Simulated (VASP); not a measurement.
Wanted: the native input for a VASP 6.6.1 run.

```yaml
Task: single point
Functional: LDA
Potentials_or_basis: VASP PAW LDA potentials, release 64 (Hf_pv, O)
Cutoff: 520 eV
k_mesh: 5 × 5 × 5
Occupations: fermi-dirac, width 0.05 eV
Spin: no spin polarisation
Dipole_correction: no
Further_INCAR_settings: ALGO = Normal; EDIFF = 1e-06; NBANDS = 56
```

The structure of HfO2 lies in POSCAR:

```
HfO2
1.0
    5.2183784252      0.0000000000      0.0000000000
    0.0000000000      5.2874062132      0.0000000000
   -0.8755038659      0.0000000000      5.3161257910
Hf O
4 8
Direct
    0.2755000000      0.4603000000      0.7080000000
    0.7245000000      0.9603000000      0.7920000000
    0.7245000000      0.5397000000      0.2920000000
    0.2755000000      0.0397000000      0.2080000000
    0.0742000000      0.1684000000      0.8467000000
    0.9258000000      0.6684000000      0.6533000000
    0.9258000000      0.8316000000      0.1533000000
    0.0742000000      0.3316000000      0.3467000000
    0.4487000000      0.7419000000      0.9801000000
    0.5513000000      0.2419000000      0.5199000000
    0.5513000000      0.2581000000      0.0199000000
    0.4487000000      0.7581000000      0.4801000000
```

One way to write it, as run:

INCAR

```
  PREC = Accurate
  ENCUT = 520
  EDIFF = 1E-6
  ISMEAR = -1
  SIGMA = 0.05
  LREAL = False
  LASPH = True
  NELM = 100
  ALGO = Normal
  ISIF = 2
  LWAVE = False
  LCHARG = False
  NBANDS = 56
```

KPOINTS

```
regular mesh
0
Gamma
  5 5 5
```

Potentials or basis: VASP PAW LDA potentials, release 64 (Hf_pv, O).

Launch:

```bash
$ cat potpaw_LDA.64/Hf_pv/POTCAR potpaw_LDA.64/O/POTCAR > POTCAR
$ mpirun -np 1 vasp_std > vasp.out
```

Results of the run:

```json
{"Pressure": "-21.9 GPa", "Largest force": "0.358 eV/Å", "Band gap on the k mesh": "3.78 eV, indirect (least direct gap 3.85 eV)"}
```

Caveat: spin-orbit coupling is left out, which moves the levels of the heavy elements.

Run time: 8.4 min on 1 thread of AMD EPYC 7R43 64-Core Processor (Zen 3) (shared host), peak memory 0.31 GiB.
